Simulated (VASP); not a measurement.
# TiSiTe4 (P6mm) in VASP: further runs

The runs below take TiSiTe4 through relaxation of cell and atoms, single point, with PBE.

Program: VASP 6.6.1. These are calculated values, not measurements. Logs are shortened: lines on timing, memory, paths and dates and some standing lists are left out, and cuts for length are marked.

## Step 1: The cell of the first run

It takes space group P6mm (No. 183, hexagonal). The conventional cell has a = 6.123 Å, b = 6.123 Å, c = 7.453 Å, α = 90.00°, β = 90.00°, γ = 120.00°. Ti (site symmetry 6mm) has 1 Si at 2.40 Å and 7 Te at 2.70 to 3.16 Å within 3.2 Å. Within 3.1 Å of Si (site symmetry 6mm) lie 1 Te at 2.36 Å and 1 Ti at 2.40 Å. Within 4.0 Å of Te (site symmetry 2mm) lie 4 Te at 3.06 Å and 2 Ti at 3.16 Å and 2 Si at 3.45 Å. Within 3.1 Å of Te (site symmetry 6mm) lie 1 Si at 2.36 Å and 1 Ti at 2.70 Å.

The cell was built from a structure type or drawn by symmetry, and may not be a known phase.

## Step 2: Relaxation of cell and atoms, PBE

Contents of INCAR:

```
SYSTEM = TiSiTe4
  ALGO = Normal
  EDIFF = 1E-6
  EDIFFG = -0.04
  ENCUT = 600
  GGA = PE
  IBRION = 2
  ISIF = 3
  ISMEAR = 0
  LASPH = .TRUE.
  LCHARG = .FALSE.
  LREAL = .FALSE.
  LWAVE = .FALSE.
  NELM = 60
  NSW = 90
  PREC = Accurate
  SIGMA = 0.1
```

Contents of KPOINTS:

```
k-points
0
G
  3 3 4
  0 0 0
```

Contents of POSCAR:

```
TiSiTe4
1.0
    6.1227632345      0.0000000000      0.0000000000
   -3.0613816173      5.3024685025      0.0000000000
    0.0000000000      0.0000000000      7.4526962986
Ti Si Te
1 1 4
Direct
    0.0000000000      0.0000000000      0.1596705591
    0.0000000000      0.0000000000      0.4813195029
    0.5000000000      0.0000000000      0.2668990922
    0.0000000000      0.5000000000      0.2668990922
    0.5000000000      0.5000000000      0.2668990922
    0.0000000000      0.0000000000      0.7973222313
```

Potentials or basis: VASP PAW PBE potentials, release 64 (Ti_sv, Si, Te).

Started as:

```console
cat potpaw_PBE.64/Ti_sv/POTCAR potpaw_PBE.64/Si/POTCAR potpaw_PBE.64/Te/POTCAR > POTCAR
mpirun -np 1 vasp_std > vasp.out
```

OUTCAR:

```text
SYSTEM = TiSiTe4
   EDIFF = 1E-6
   EDIFFG = -0.04
   ENCUT = 600
   GGA = PE
   IBRION = 2
   ISIF = 3
   ISMEAR = 0
   LASPH = .TRUE.
   LREAL = .FALSE.
   NELM = 60
   NSW = 90
   PREC = Accurate

 ion  position               nearest neighbor table
   1  0.000  0.000  0.160-   2 2.40   6 2.70   3 3.16   3 3.16   5 3.16   5 3.16   4 3.16   4 3.16

   2  0.000  0.000  0.481-   6 2.36   1 2.40
   3  0.500  0.000  0.267-   4 3.06   4 3.06   5 3.06   5 3.06   1 3.16   1 3.16
   4  0.000  0.500  0.267-   5 3.06   5 3.06   3 3.06   3 3.06   1 3.16   1 3.16
   5  0.500  0.500  0.267-   4 3.06   4 3.06   3 3.06   3 3.06   1 3.16   1 3.16
   6  0.000  0.000  0.797-   2 2.36   1 2.70

  LATTYP: Found a hexagonal cell.
 ALAT       =     6.1227632345
 C/A-ratio  =     1.2172112514

  Lattice vectors:

 A1 = (   6.1227632345,   0.0000000000,   0.0000000000)
 A2 = (  -3.0613816173,   5.3024685025,   0.0000000000)
 A3 = (   0.0000000000,   0.0000000000,   7.4526962986)

Analysis of symmetry for initial positions (statically):
=====================================================================
 Subroutine PRICEL returns:
 Original cell was already a primitive cell.

 Routine SETGRP: Setting up the symmetry group for a
 hexagonal supercell.

 Subroutine GETGRP returns: Found 12 space group operations
 (whereof 12 operations were pure point group operations)
 out of a pool of 24 trial point group operations.

The static configuration has the point symmetry C_6v.

Analysis of symmetry for dynamics (positions and initial velocities):
=====================================================================
 Subroutine PRICEL returns:
 Original cell was already a primitive cell.

 Routine SETGRP: Setting up the symmetry group for a
 hexagonal supercell.

 Subroutine GETGRP returns: Found 12 space group operations
 (whereof 12 operations were pure point group operations)
 out of a pool of 24 trial point group operations.

The dynamic configuration has the point symmetry C_6v.

 Subroutine INISYM returns: Found 12 space group operations
 (whereof 12 operations are pure point group operations),
 and found     1 'primitive' translations

----------------------------------------------------------------------------------------

                                     Primitive cell

  volume of cell :     241.9574

  direct lattice vectors                    reciprocal lattice vectors
     6.122763234  0.000000000  0.000000000     0.163324950  0.094295704  0.000000000
    -3.061381617  5.302468503  0.000000000     0.000000000  0.188591408  0.000000000
     0.000000000  0.000000000  7.452696299     0.000000000  0.000000000  0.134179626

  length of vectors
     6.122763234  6.122763235  7.452696299     0.188591408  0.188591408  0.134179626

  position of ions in fractional coordinates (direct lattice)
     0.000000000  0.000000000  0.159670559
     0.000000000  0.000000000  0.481319503
     0.500000000  0.000000000  0.266899092
     1.000000000  0.500000000  0.266899092
     0.500000000  0.500000000  0.266899092
     0.000000000  0.000000000  0.797322231

  ion indices of the primitive-cell ions
   primitive index   ion index
                 1           1
                 2           2
                 3           3
                 4           4
                 5           5
                 6           6

----------------------------------------------------------------------------------------

 KPOINTS: k-points

Automatic generation of k-mesh.
 Grid dimensions read from file:
 generate k-points for:    3    3    4

 Generating k-lattice:

  Cartesian coordinates                     Fractional coordinates (reciprocal lattice)
     0.054441650  0.031431901  0.000000000     0.333333333  0.000000000  0.000000000
     0.000000000  0.062863803  0.000000000     0.000000000  0.333333333  0.000000000
     0.000000000  0.000000000  0.033544906     0.000000000  0.000000000  0.250000000

  Length of vectors
     0.062863803  0.062863803  0.033544906

  Shift w.r.t. Gamma in fractional coordinates (k-lattice)
     0.000000000  0.000000000  0.000000000

 Subroutine IBZKPT returns following result:
 ===========================================

 Found      9 irreducible k-points:

 Following reciprocal coordinates:
            Coordinates               Weight
  0.000000  0.000000  0.000000      1.000000
  0.333333 -0.000000  0.000000      6.000000
  0.333333  0.333333  0.000000      2.000000
  0.000000  0.000000  0.250000      2.000000
  0.333333 -0.000000  0.250000     12.000000
  0.333333  0.333333  0.250000      4.000000
  0.000000  0.000000  0.500000      1.000000
  0.333333 -0.000000  0.500000      6.000000
  0.333333  0.333333  0.500000      2.000000
   k-points           NKPTS =      9   k-points in BZ     NKDIM =      9   number of bands    NBANDS=     24
   number of dos      NEDOS =    301   number of ions     NIONS =      6
   total plane-waves  NPLWV = 150000
   dimension x,y,z NGX =    50 NGY =   50 NGZ =   60
   dimension x,y,z NGXF=   100 NGYF=  100 NGZF=  120
   ions per type =               1   1   4
   NGX,Y,Z   is equivalent  to a cutoff of  13.58, 13.58, 13.38 a.u.
   NGXF,Y,Z  is equivalent  to a cutoff of  27.15, 27.15, 26.77 a.u.
 SYSTEM =  TiSiTe4
   PREC   = accura    normal or accurate (medium, high low for compatibility)
   ISTART =      0    job   : 0-new  1-cont  2-samecut
   ICHARG =      2    charge: 1-file 2-atom 10-const
   ISPIN  =      1    spin polarized calculation?
   LNONCOLLINEAR =      F non collinear calculations
   LSORBIT =      F    spin-orbit coupling
   LASPH  =      T    aspherical Exc in radial PAW
   ENCUT  =  600.0 eV  44.10 Ry    6.64 a.u.  12.23 12.23 14.88*2*pi/ulx,y,z
   NELM   =     60;   NELMIN=  2; NELMDL= -5     # of ELM steps
   EDIFF  = 0.1E-05   stopping-criterion for ELM
   LREAL  =      F    real-space projection
   EDIFFG = -.4E-01   stopping-criterion for IOM
   NSW    =     90    number of steps for IOM
   IBRION =      2    ionic relax: 0-MD 1-quasi-New 2-CG
   NFREE  =      1    steps in history (QN), initial steepest desc. (CG)
   ISIF   =      3    stress and relaxation
   ISYM   =      2    0-nonsym 1-usesym 2-fastsym
   POTIM  = 0.5000    time-step for ionic-motion
   TEBEG  =    0.0;   TEEND  =   0.0 temperature during run
   PSTRESS=    0.0 pullay stress
   NELECT =      40.0000    total number of electrons
   NUPDOWN=      -1.0000    fix difference up-down
   EMIN   =  10.00;   EMAX   =-10.00  energy-range for DOS
   EFERMI =   0.00;   METHOD = LEGACY
   ISMEAR =     0;   SIGMA  =   0.10  broadening in eV -4-tet -1-fermi 0-gaus
   EFERMI_NEDOS =   21; number of points for ismear=-14 and -15
   IALGO  =     38    algorithm
   IMIX   =      4    mixing-type and parameters
     AMIX     =   0.40;   BMIX     =  1.00
     AMIX_MAG =   1.60;   BMIX_MAG =  1.00
  volume/ion in A,a.u.               =      40.33       272.13
  Fermi-wavevector in a.u.,A,eV,Ry     =   0.898494  1.697907 10.983866  0.807291
  Thomas-Fermi vector in A             =   2.021210
   LORBIT       =      0    0 simple, 1 ext, 2 COOP (PROOUT), +10 PAW based schemes
   GGA     = PE    functional components
   LHFCALC =     F    Hartree Fock is set to
   AEXX    =    0.0000 exact exchange contribution
   IVDW    =     0    specifies the selected vdW correction
   LEPSILON=     F    determine dielectric tensor
   LRPA    =     F    only Hartree local field effects (RPA)
 conjugate gradient relaxation of ions
 non-spin polarized calculation
 Gauss-broadening in eV      SIGMA  =   0.10
  energy-cutoff  :      600.00
  volume of cell :      241.96
 maximum number of plane-waves:      8112
 NGX is ok and might be reduce to    50
   NGX = 25   NGY = 25   NGZ = 29

--------------------------------------- Ionic step        1  -------------------------------------------

 number of electron      39.9999994 magnetization

 Free energy of the ion-electron system (eV)
  ---------------------------------------------------
  ext. energy  EPLUGINS =         0.00000000
  ---------------------------------------------------
  free energy    TOTEN  =       -23.90077272 eV

  energy without entropy =      -23.88053749  energy(sigma->0) =      -23.89065510

------------------------ aborting loop because EDIFF is reached ----------------------------------------

  FORCE on cell =-STRESS in cart. coord.  units (eV):
  Direction    XX          YY          ZZ          XY          YZ          ZX
  --------------------------------------------------------------------------------------
  -------------------------------------------------------------------------------------
  Total       -0.1050293     -0.1050293     -0.1488104      0.0000000      0.0000000      0.0000000
  in kB       -0.6954757     -0.6954757     -0.9853823      0.0000000      0.0000000      0.0000000
  external PRESSURE =      -0.7921112 kB  Pullay stress =       0.0000000 kB
[... 101 lines left out ...]
  FREE ENERGIE OF THE ION-ELECTRON SYSTEM (eV)
  ---------------------------------------------------
  free  energy   TOTEN  =       -23.9071075878 eV

  energy  without entropy=      -23.8873302163  energy(sigma->0) =      -23.89721890

[... ionic steps 4 to 10 ...]

--------------------------------------- Ionic step       11  -------------------------------------------

 number of electron      39.9999994 magnetization

------------------------ aborting loop because EDIFF is reached ----------------------------------------

  FORCE on cell =-STRESS in cart. coord.  units (eV):
  Direction    XX          YY          ZZ          XY          YZ          ZX
  --------------------------------------------------------------------------------------
  -------------------------------------------------------------------------------------
  Total        0.0382606      0.0382606      0.1070112     -0.0000000     -0.0000000      0.0000000
  in kB        0.2556738      0.2556738      0.7150952     -0.0000000     -0.0000000      0.0000000
  external PRESSURE =       0.4088142 kB  Pullay stress =       0.0000000 kB
[... 65 lines left out ...]
  energy  without entropy=      -23.9069722605  energy(sigma->0) =      -23.91715369

--------------------------------------- Ionic step       13  -------------------------------------------

 number of electron      39.9999993 magnetization

 Free energy of the ion-electron system (eV)
  ---------------------------------------------------
  ext. energy  EPLUGINS =         0.00000000
  ---------------------------------------------------
  free energy    TOTEN  =       -23.92749012 eV

  energy without entropy =      -23.90718358  energy(sigma->0) =      -23.91733685

 E-fermi :   2.9472     XC(G=0):  -7.5141

 val. band max:        2.9454353811   @ k =   0.0000   0.0000   0.0000
 cond. band min:       2.9561957553   @ k =   0.3333   0.3333   0.2500
 fundamental gap:      0.0107603742
 Fermi energy:         2.9471793842

 k-point     1 :       0.0000    0.0000    0.0000
  band No.  band energies     occupation
      1     -54.5424      2.00000
      2     -30.8510      2.00000
      3     -30.8052      2.00000
      4     -30.8052      2.00000
      5     -10.2022      2.00000
      6      -8.3457      2.00000
[... 265 lines left out ...]
  FREE ENERGIE OF THE ION-ELECTRON SYSTEM (eV)
  ---------------------------------------------------
  free  energy   TOTEN  =       -23.9274901169 eV

  energy  without entropy=      -23.9071835786  energy(sigma->0) =      -23.91733685

 reached required accuracy - stopping structural energy minimisation
```

It took 7.1 min on 1 thread of Intel Xeon 6975P-C (Granite Rapids), shared host; peak memory 0.46 GiB.

What came out:

* Free energy: -23.9275 eV
* Relaxed volume: 39.99 Å³/atom
* Relaxed cell: a = 6.113 Å, b = 6.113 Å, c = 7.413 Å, α = 90.00°, β = 90.00°, γ = 120.00°
* Space group after relaxing (to 0.1 Å): P6mm (No. 183)
* Energy gained by relaxing: 4.5 meV/atom
* Ionic steps: 13
* Pressure after relaxing: 0.0 GPa
* Largest force after relaxing: 0.036 eV/Å
* Band gap on the k mesh: zero (bands 20 and 21 overlap by 0.84 eV)

Forces in eV/Å, atoms in the order of the input:
```
Ti   0.000  0.000 -0.004
Si   0.000  0.000 -0.036
Te   0.000  0.000  0.006
Te   0.000  0.000  0.006
Te   0.000  0.000  0.006
Te   0.000  0.000  0.023
```

The path:
| step | energy change (eV) | largest force (eV/Å) | pressure (GPa) | volume (Å³) |
| --- | --- | --- | --- | --- |
| 1 | 0.0000 | 0.3702 | -0.08 | 241.96 |
| 2 | -0.0062 | 0.1990 | -0.08 | 241.26 |
| 3 | -0.0063 | 0.2158 | -0.08 | 241.13 |
| 4 | -0.0114 | 0.1708 | 0.07 | 239.92 |
| 5 | -0.0119 | 0.1929 | 0.32 | 238.25 |
| 6 | -0.0126 | 0.1804 | 0.23 | 238.95 |
| 7 | -0.0169 | 0.1650 | 0.10 | 239.60 |
| 8 | -0.0202 | 0.2524 | -0.11 | 240.80 |
| 9 | -0.0246 | 0.0954 | -0.10 | 240.64 |
| 10 | -0.0261 | 0.0730 | -0.08 | 240.47 |
| 11 | -0.0265 | 0.0562 | 0.04 | 239.76 |
| 12 | -0.0266 | 0.0588 | 0.03 | 239.86 |
| 13 | -0.0267 | 0.0358 | 0.01 | 239.92 |

Final structure:
```yaml
crystal:
  lattice:
    - [6.11313, 0.00000, 0.00000]
    - [-3.05656, 5.29412, 0.00000]
    - [0.00000, 0.00000, 7.41327]
  atoms:
    - { symbol: Ti, position: [0.00000, 0.00000, 0.14998] }
    - { symbol: Si, position: [0.00000, 0.00000, 0.46958] }
    - { symbol: Te, position: [0.50000, 0.00000, 0.27627] }
    - { symbol: Te, position: [0.00000, 0.50000, 0.27627] }
    - { symbol: Te, position: [0.50000, 0.50000, 0.27627] }
    - { symbol: Te, position: [0.00000, 0.00000, 0.79065] }
```

Caveat: the k points lie up to 0.40 Å⁻¹ apart in the final cell, too coarse for converged energies and pressures of a metal; spin-orbit coupling is left out, which moves the levels of the heavy elements.

[end of part 1 of 2]
